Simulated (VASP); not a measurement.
Zr:

```
Zr
1.0
     5.08599    0.00000    0.00000
    -2.54300    4.40460    0.00000
     0.00000    0.00000    3.11771
Zr
3
Direct
  0.00000 0.00000 0.00000
  0.33333 0.66667 0.50000
  0.66667 0.33333 0.50000
```

This isn't the form of Zr at room conditions, which is hcp.

```yaml
Program: VASP 6.6.1
Task: relaxation of cell and atoms
Functional: revPBE
Potentials_or_basis: VASP PAW PBE potentials, release 64 (Zr_sv)
Cutoff: 600 eV
k_mesh: 7 × 7 × 10
Occupations: fermi-dirac, width 0.1 eV
Spin: no spin polarisation
```

At the start: pressure 1.0 GPa; volume 23.28 Å³/atom.

Question: How do energy, volume and symmetry change on relaxing?

Answer: Over 5 steps the energy falls by 2.6 meV/atom and the volume is 23.53 Å³/atom (+1.1 %); space group P6/mmm (No. 191, to 0.1 Å) before and after.

Step by step:
| step | energy change (eV) | largest force (eV/Å) | pressure (GPa) | volume (Å³) |
| --- | --- | --- | --- | --- |
| 1 | 0.0000 | 0.0000 | 1.03 | 69.84 |
| 2 | -0.0054 | 0.0000 | -0.98 | 71.36 |
| 3 | -0.0071 | 0.0000 | -0.34 | 70.85 |
| 4 | -0.0077 | 0.0000 | 0.10 | 70.51 |
| 5 | -0.0078 | 0.0000 | 0.01 | 70.58 |

Final structure:
```cif
data_structure
_symmetry_space_group_name_H-M 'P 1'
_symmetry_Int_Tables_number 1
_cell_length_a 5.0773
_cell_length_b 5.0773
_cell_length_c 3.1615
_cell_angle_alpha 90.000
_cell_angle_beta 90.000
_cell_angle_gamma 120.000
_cell_volume 70.58
loop_
_atom_site_label
_atom_site_type_symbol
_atom_site_fract_x
_atom_site_fract_y
_atom_site_fract_z
_atom_site_occupancy
Zr1 Zr 0.00000 0.00000 0.00000 1
Zr2 Zr 0.33333 0.66667 0.50000 1
Zr3 Zr 0.66667 0.33333 0.50000 1
```

Caveat: the PAW data sets were made with another functional, which shifts forces and pressure a little.
